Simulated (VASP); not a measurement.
# RuF3 in VASP: a series of runs, part 2 of 2

VASP 6.6.1. Earlier steps stand in the parts before.

## (3) Single point, PBE

This run uses another cell than the first one, of 12.88 Å³/atom, 1.018 times its volume.

Input file INCAR:

```
ALGO     = Normal         # electronic algorithm
EDIFF    = 1E-6           # SCF threshold, eV
ENCUT    = 520            # plane-wave cutoff, eV
GGA      = PE             # functional
ISIF     = 2              # what is computed and relaxed
ISMEAR   = -1             # smearing method
LASPH    = T              # aspherical terms in the spheres
LCHARG   = F              # write CHGCAR
LREAL    = F              # projectors in reciprocal space
LWAVE    = F              # write WAVECAR
NBANDS   = 45             # bands
NELM     = 100            # most SCF steps
PREC     = Accurate       # precision mode
SIGMA    = 0.05           # smearing width, eV
```

Input file KPOINTS:

```
k-points
0
Gamma
  3 3 4
```

Input file POSCAR:

```
RuF3
1.0
    5.3637440000      1.0615050000      0.1391890000
    0.0726870000      4.4435240000     -0.6886620000
   -1.0158960000      0.8181570000      4.1507790000
Ru F
2 6
Direct
    0.8705351154      0.8699926155      0.2161743476
    0.4101013486      0.5796438045      0.0092344269
    0.4210021614      0.9914790525      0.6687568954
    0.7431707751      0.7462103606      0.7434280462
    0.2348886879     -0.0071312738      0.1277743385
    0.7954953223      0.3310779862      0.3145285812
   -0.0293385560      0.2994524416      0.9019661422
    0.2327448343      0.4470221449      0.4873790302
```

Potentials or basis: VASP PAW PBE potentials, release 64 (Ru_pv, F).

Command:

```console
> cat potpaw_PBE.64/Ru_pv/POTCAR potpaw_PBE.64/F/POTCAR > POTCAR
> mpirun -np 1 vasp_std > vasp.out
```

OUTCAR:

```text
EDIFF = 1E-6
   ENCUT = 520
   GGA = PE
   ISIF = 2
   ISMEAR = -1
   LASPH = T
   LREAL = F
   NELM = 100
   PREC = Accurate

 ion  position               nearest neighbor table
   1  0.871  0.870  0.216-   6 2.10   4 2.19   5 2.26   7 2.53   8 2.54   6 2.57   4 2.58   2 3.09
                             2 3.26
   2  0.410  0.580  0.009-   5 2.04   6 2.33   3 2.35   8 2.46   4 2.53   8 2.54   1 3.09   1 3.26

   3  0.421  0.991  0.669-   4 1.85   2 2.35
   4  0.743  0.746  0.743-   3 1.85   1 2.19   2 2.53   1 2.58
   5  0.235  0.993  0.128-   7 1.89   2 2.04   1 2.26
   6  0.795  0.331  0.315-   1 2.10   2 2.33   1 2.57
   7  0.971  0.299  0.902-   5 1.89   1 2.53
   8  0.233  0.447  0.487-   2 2.46   2 2.54   1 2.54

  LATTYP: Found a triclinic cell.
 ALAT       =    10.1311828175
 B/A-ratio  =     1.1291156771
 C/A-ratio  =     1.1454225577
 COS(alpha) =     0.0024803163
 COS(beta)  =     0.6447943470
 COS(gamma) =     0.7621056807

  Lattice vectors:

 A1 = (   0.8705220000,  -9.7052050000,  -2.7734550000)
 A2 = (  -5.5091180000,  -9.9485530000,   1.2381350000)
 A3 = (   7.3228490000,  -5.0183330000,  -7.4737070000)

Analysis of symmetry for initial positions (statically):
=====================================================================
 Subroutine PRICEL returns:
 Original cell was already a primitive cell.

 Routine SETGRP: Setting up the symmetry group for a
 triclinic supercell.

 Subroutine GETGRP returns: Found  1 space group operations
 (whereof  1 operations were pure point group operations)
 out of a pool of  2 trial point group operations.

The static configuration has the point symmetry C_1 .

[... 135 lines left out ...]
   IALGO  =     38    algorithm
   IMIX   =      4    mixing-type and parameters
     AMIX     =   0.40;   BMIX     =  1.00
     AMIX_MAG =   1.60;   BMIX_MAG =  1.00
  volume/ion in A,a.u.               =      12.88        86.89
  Fermi-wavevector in a.u.,A,eV,Ry     =   1.439286  2.719856 28.185069  2.071544
  Thomas-Fermi vector in A             =   2.558158
   LORBIT       =      0    0 simple, 1 ext, 2 COOP (PROOUT), +10 PAW based schemes
   GGA     = PE    functional components
   LHFCALC =     F    Hartree Fock is set to
   AEXX    =    0.0000 exact exchange contribution
   IVDW    =     0    specifies the selected vdW correction
   LEPSILON=     F    determine dielectric tensor
   LRPA    =     F    only Hartree local field effects (RPA)
 non-spin polarized calculation
  energy-cutoff  :      520.00
  volume of cell :      103.01
 maximum number of plane-waves:      2788
 NGX is ok and might be reduce to    42
   NGX = 21   NGY = 17   NGZ = 17

 number of electron      69.9999992 magnetization

 Free energy of the ion-electron system (eV)
  ---------------------------------------------------
  ext. energy  EPLUGINS =         0.00000000
  ---------------------------------------------------
  free energy    TOTEN  =       -29.45358261 eV

  energy without entropy =      -29.31816292  energy(sigma->0) =      -29.38587277

 E-fermi :   2.1755     XC(G=0): -10.3837

 val. band max:        2.1624262774   @ k =  -0.3333   0.0000   0.2500
 cond. band min:       2.1758246151   @ k =  -0.3333  -0.3333   0.2500
 fundamental gap:      0.0133983378
 Fermi energy:         2.1754980080

 k-point     1 :       0.0000    0.0000    0.0000
  band No.  band energies     occupation
      1     -40.8821      2.00000
      2     -40.8118      2.00000
      3     -40.6261      2.00000
      4     -40.5669      2.00000
      5     -40.4552      2.00000
      6     -40.3891      2.00000
[... 901 lines left out ...]
     44      10.6697      0.00000
     45      11.6335      0.00000

------------------------ aborting loop because EDIFF is reached ----------------------------------------

  FORCE on cell =-STRESS in cart. coord.  units (eV):
  Direction    XX          YY          ZZ          XY          YZ          ZX
  --------------------------------------------------------------------------------------
  -------------------------------------------------------------------------------------
  Total        2.4622644    -10.0643037     -3.1936378     -6.2781965     -1.7226429      2.5834846
  in kB       38.2969341   -156.5355780    -49.6723821    -97.6481973    -26.7931997     40.1823385
  external PRESSURE =     -55.9703420 kB  Pullay stress =       0.0000000 kB

 VOLUME and BASIS-vectors are now :
 -----------------------------------------------------------------------------
  energy-cutoff  :      520.00
  volume of cell :      103.01
      direct lattice vectors                 reciprocal lattice vectors
     5.363744000  1.061505000  0.139189000     0.184520319  0.003862728  0.044399650
     0.072687000  4.443524000 -0.688662000    -0.041667564  0.217503361 -0.053069992
    -1.015896000  0.818157000  4.150779000    -0.013100689  0.035956781  0.230624847

 POSITION                                       TOTAL-FORCE (eV/Angst)
 -----------------------------------------------------------------------------------
      4.51295      4.96678      0.41933         0.121829     -0.025840     -0.401201
      2.23243      3.01854     -0.30377        -0.108422      2.320298      0.102140
      1.65083      5.39970      2.15167        -2.435589     -0.205985      0.398144
      3.28517      4.71292      2.67536         3.258052      0.296118      1.109948
      1.20225      4.76571     -0.12069         1.211960     -3.267863      1.469544
      3.97137      2.57291      1.18826        -2.161408     -1.318989      0.005932
      4.31184      3.09894      3.67275        -0.333881      0.392962     -1.697927
      0.78575      2.63217      1.74755         0.447460      1.809300     -0.986579
 -----------------------------------------------------------------------------------
    total drift:                                0.000627     -0.001285     -0.000642

  FREE ENERGIE OF THE ION-ELECTRON SYSTEM (eV)
  ---------------------------------------------------
  free  energy   TOTEN  =       -29.4535826102 eV

  energy  without entropy=      -29.3181629210  energy(sigma->0) =      -29.38587277
```

Run time: 98 s. Hardware: 1 thread of Oxide Virtual Turin-like, shared host; peak memory 0.21 GiB.

What came out:

```
Free energy            : -29.4536 eV
Pressure               : -5.6 GPa
Largest force          : 3.783 eV/Å
Band gap on the k mesh : zero (band 35 reaches 2.19 eV, above the bottom of band 36 at 2.13 eV)
```

Forces in eV/Å, atoms in the order of the input:
```
Ru   0.122 -0.026 -0.401
Ru  -0.108  2.320  0.102
F   -2.436 -0.206  0.398
F    3.258  0.296  1.110
F    1.212 -3.268  1.470
F   -2.161 -1.319  0.006
F   -0.334  0.393 -1.698
F    0.447  1.809 -0.987
```

Stress tensor (GPa, compression positive):
```
  3.83  -9.76   4.02
 -9.76 -15.65  -2.68
  4.02  -2.68  -4.97
```

Caveat: the k points lie up to 0.48 Å⁻¹ apart.

## (4) Single point, PBE

This run uses another cell than the first one, of 13.04 Å³/atom, 1.030 times its volume.

Input file INCAR:

```
PREC = Accurate
ENCUT = 520
EDIFF = 1E-7
ISMEAR = -1
SIGMA = 0.05
LREAL = False
LASPH = True
NELM = 80
ALGO = Normal
ISIF = 2
LWAVE = False
LCHARG = False
GGA = PE
NBANDS = 45
```

Input file KPOINTS:

```
Automatic mesh
0
Gamma
  3 3 4
```

Input file POSCAR:

```
RuF3
1.0
    5.3858260000      1.0658750000      0.1397620000
    0.0729860000      4.4618170000     -0.6914970000
   -1.0200790000      0.8215250000      4.1678670000
Ru F
2 6
Direct
    0.8707643026      0.8685388857      0.2188606962
    0.4165691798      0.5918811214      0.0063261323
    0.4032745973      1.0056512369      0.7206571969
    0.7885959738      0.7701681177      0.7817778716
    0.2441546815     -0.1040401077      0.1198545997
    0.7606137608      0.2984602241      0.2569622421
   -0.0519542209      0.3026885113      0.9075499346
    0.2362848579      0.5057958986      0.4649415882
```

Command:

```console
> cat potpaw_PBE.64/Ru_pv/POTCAR potpaw_PBE.64/F/POTCAR > POTCAR
> mpirun -np 1 vasp_std > vasp.out
```

Wall time 1.7 min (1 thread of Oxide Virtual Turin-like, shared host); peak memory 0.21 GiB.

Results (log left out):

```yaml
Free_energy: -31.1816 eV
Pressure: 5.7 GPa
Largest_force: 8.111 eV/Å
Band_gap_on_the_k_mesh: zero (band 35 reaches 2.22 eV, above the bottom of band 36 at 2.12 eV)
```

Forces in eV/Å, atoms in the order of the input:
```
Ru   0.404 -0.548 -0.332
Ru   5.532 -4.157 -1.372
F   -0.515 -1.013  0.092
F    1.607  1.057 -0.004
F   -5.383  5.760  1.907
F   -3.442 -0.238  1.573
F    1.861 -1.051 -1.391
F   -0.063  0.189 -0.474
```

Stress tensor (GPa, compression positive):
```
 15.19 -15.35  -7.48
-15.35   5.66  -0.73
 -7.48  -0.73  -3.88
```

Levels at points of the mesh, in eV from the Fermi level:
| k point | band 32 | band 33 | band 34 | band 35 | band 36 | band 37 | band 38 | band 39 |
| --- | --- | --- | --- | --- | --- | --- | --- | --- |
| (0.00, 0.00, 0.00) | -0.50 | -0.45 | -0.16 | -0.11 | 0.22 | 0.38 | 0.68 | 0.98 |
| (0.00, 0.00, 0.50) | -0.56 | -0.40 | -0.32 | -0.11 | 0.13 | 0.19 | 0.75 | 0.87 |

Caveat: the k points lie up to 0.47 Å⁻¹ apart.

## (5) The runs side by side

```tsv
cell	gap on the mesh (eV)	pressure (GPa)	largest force (eV/Å)
a = 5.438, b = 4.471, c = 4.325 Å, angles 87.9, 99.7, 78.2°, 8 atoms	none	-0.7	4.31
a = 5.470, b = 4.497, c = 4.351 Å, angles 87.9, 99.7, 78.2°, 8 atoms	none	-5.6	3.78
a = 5.492, b = 4.516, c = 4.369 Å, angles 87.9, 99.7, 78.2°, 8 atoms	none	5.7	8.11
```

Alike in all rows: task single point; level PBE; potentials or basis VASP PAW PBE potentials, release 64 (Ru_pv, F); no spin polarisation; k mesh 3 × 3 × 4; cutoff (eV) 520; smearing fermi-dirac 0.05 eV.

Caveats: all runs use coarse meshes.

Absolute energies hang on the potentials; compare differences alone.
